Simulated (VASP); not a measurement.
The system is MgO.

```xyz
32
Lattice="4.2140 4.2140 4.2140 -4.2140 -4.2140 4.2140 4.2140 -4.2140 -4.2140" Properties=species:S:1:pos:R:3 pbc="T T T"
Mg    2.0496    2.1175    4.2334
Mg   -0.1009    0.0912   -0.1106
Mg    4.2219   -2.1278    2.1248
Mg    2.0867   -4.2009   -2.0831
Mg    4.2599   -2.0970   -2.1531
Mg   -2.0741   -2.1256    4.1666
Mg   -0.0402    0.0125    4.2333
Mg    4.1676    2.0270    2.0857
Mg    2.0638   -2.1330    4.1136
Mg   -0.0136   -4.2325    0.0369
Mg    2.1001   -2.1011   -0.0506
Mg    4.1835    0.0702   -0.0355
Mg    2.0651   -4.2133    2.0287
Mg   -2.1017   -4.2327    2.0534
Mg    0.0871   -2.0969    2.1047
Mg    2.0743   -0.0020    2.1870
O     4.2324   -2.1383   -0.0083
O     6.4156    0.0061    0.0085
O     2.0846   -2.1117    2.0982
O     4.2062   -0.0116    2.1198
O     2.1340   -2.0570   -2.1344
O     0.0142   -6.3293    0.0069
O     2.0789   -4.1866   -0.0037
O     2.0900    2.1319    1.9955
O    -0.0076   -2.0699    4.2431
O     2.0935   -0.0928    4.1870
O     0.0187   -2.0324   -0.0013
O     2.0892   -0.0626    0.0220
O    -0.0541   -4.2133    2.1421
O    -0.0746   -0.0215    6.3108
O    -2.1005   -2.1202    2.1055
O    -0.0267   -0.0050    2.0899
```

| Property | Result |
| --- | --- |
| Program | VASP 6.6.1 |
| Task | relaxation of the atoms |
| Functional | PBEsol |
| Potentials or basis | VASP PAW PBE potentials, release 64 (Mg, O) |
| Cutoff | 520 eV |
| k mesh | 2 × 2 × 2, shifted |
| Occupations | gaussian, width 0.02 eV |
| Spin | no spin polarisation |

At the start: pressure 0.7 GPa; volume 9.35 Å³/atom.

Task: Where does the relaxation end?

Result: Over 8 steps the energy falls by 30.7 meV/atom at a fixed cell; space group P1 (No. 1, to 0.1 Å) before, Fm-3m (No. 225, to 0.1 Å).

Step by step:
| step | energy change (eV) | largest force (eV/Å) | pressure (GPa) |
| --- | --- | --- | --- |
| 1 | 0.0000 | 2.2503 | 0.67 |
| 2 | -0.8187 | 0.5087 | -0.26 |
| 3 | -0.8315 | 0.5767 | -0.30 |
| 4 | -0.9475 | 0.2422 | -0.44 |
| 5 | -0.9609 | 0.2013 | -0.46 |
| 6 | -0.9777 | 0.0902 | -0.49 |
| 7 | -0.9808 | 0.0691 | -0.49 |
| 8 | -0.9828 | 0.0277 | -0.49 |

Final structure:
```xyz
32
Lattice="4.2140 4.2140 4.2140 -4.2140 -4.2140 4.2140 4.2140 -4.2140 -4.2140" Properties=species:S:1:pos:R:3 pbc="T T T"
Mg    6.3108   -2.1056   -0.0137
Mg    4.2028   -4.2141    4.2001
Mg    4.2035   -2.1066    2.0930
Mg    6.3102    0.0023    2.0944
Mg   -0.0079   -6.3224    2.0934
Mg    2.0966   -6.3226   -0.0163
Mg    4.2036   -4.2130   -0.0121
Mg   -0.0122   -2.1061    6.3078
Mg    2.0963   -2.1085    4.2008
Mg    4.2031    0.0013    4.1990
Mg    2.0969   -2.1057   -0.0149
Mg   -0.0107   -4.2139    4.2006
Mg    2.0946   -4.2128    2.0927
Mg    2.0973   -0.0018    6.3060
Mg   -0.0109   -2.1065    2.0924
Mg    2.0952   -0.0006    2.0946
O     4.2040   -2.1044   -0.0129
O     2.0957   -4.2130    4.2000
O     2.0955   -2.1053    2.0921
O     4.2011    0.0010    2.0948
O     2.0970   -2.1073    6.3069
O     4.2036   -2.1081    4.1987
O     2.0965   -4.2146   -0.0138
O     2.0964   -6.3218    2.0938
O    -0.0117   -2.1077    4.1995
O     2.0953    0.0002    4.2013
O     4.2023    2.1088    4.1998
O    -2.1165   -4.2141    4.1972
O    -0.0102   -4.2153    2.0902
O     4.2021   -4.2141    2.0927
O     6.3112   -2.1054    2.0917
O     4.2039   -4.2136   -2.1205
```

Caveat: the PAW data sets were made with another functional, which shifts forces and pressure a little.
